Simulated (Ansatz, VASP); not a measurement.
Two plane-wave programs on LiCl

The input POSCAR:

```
LiCl
1.0
    0.0000000000      2.6229930686      2.5110903341
    2.6229930686      0.0000000000      2.5110903341
    2.6229930686      2.6229930686      0.0000000000
Li Cl
1 1
Direct
    0.0000000000      0.0000000000      0.0000000000
    0.5000000000      0.5000000000      0.5000000000
```

Contents of INCAR.step1:

```
SYSTEM = LiCl
  ALGO = Normal
  EDIFF = 1E-4
  ENCUT = 520
  GGA = PE
  ISMEAR = 0
  LASPH = .TRUE.
  LCHARG = .FALSE.
  LREAL = .FALSE.
  LWAVE = .TRUE.
  NBANDS = 12
  NELM = 100
  PREC = Accurate
  SIGMA = 0.01
```

File INCAR.step2:

```
SYSTEM = LiCl
  ALGO = Normal
  EDIFF = 1E-7
  ENCUT = 520
  ISIF = 2
  ISMEAR = 0
  ISTART = 1
  LASPH = .TRUE.
  LCHARG = .TRUE.
  LELF = .TRUE.
  LMIXTAU = .TRUE.
  LREAL = .FALSE.
  LVHAR = .TRUE.
  LWAVE = .FALSE.
  METAGGA = R2SCAN
  NBANDS = 12
  NELM = 100
  PREC = Accurate
  SIGMA = 0.01
```

KPOINTS

```
k-points
0
G
  8 8 8
  0 0 0
```

Input for Ansatz:

```yaml
crystal:
  lattice:
    - [0.0, 2.6229930686, 2.5110903341]
    - [2.6229930686, 0.0, 2.5110903341]
    - [2.6229930686, 2.6229930686, 0.0]
  atoms:
    - { symbol: Li, position: [0.0, 0.0, 0.0] }
    - { symbol: Cl, position: [0.5, 0.5, 0.5] }
kpoints:
  mp_grid: { grid: [8, 8, 8] }
  band_path:
    path:
      - [0.0, 0.0, 0.0]
      - [0.5, 0.0, 0.5]
      - [0.625, 0.25, 0.625]
      - [0.375, 0.375, 0.75]
      - [0.5, 0.5, 0.5]
      - [0.5, 0.25, 0.75]
    npoints: 1
hamiltonian:
  xc: r2scan
scf:
  occupations: { method: fixed }
  n_extra_bands: 4
output:
  forces: true
  stress: true
  eigenvalues: true
  write_density: true
  write_potential: true
  elf: true
  volumetric_format: npy
```

Change from the starting cell: epitaxial_xy strain +2.6%.

Alike in both runs: task single point; functional r2SCAN; k mesh 8 × 8 × 8; no spin polarisation.

```csv
,VASP,Ansatz
version,VASP 6.6.1,Ansatz 0.2.0
potentials or method,"VASP PAW PBE potentials, release 64 (Li_sv, Cl)","plane waves, PAW"
plane-wave cutoff (eV),520,500
occupations,"gaussian, width 0.01 eV",fixed
valence electrons in the cell,10,10
```

Ansatz gave:

```
gap on the k mesh at the Fermi level (eV) : 7.04
```

Q: What did VASP give for the same quantities?

A: gap on the k mesh at the Fermi level (eV): 7.11.

VASP's potentials were made for PBE, not for r2SCAN.

Noted on VASP's run: the cutoff is short for stress, so the pressure is rough.
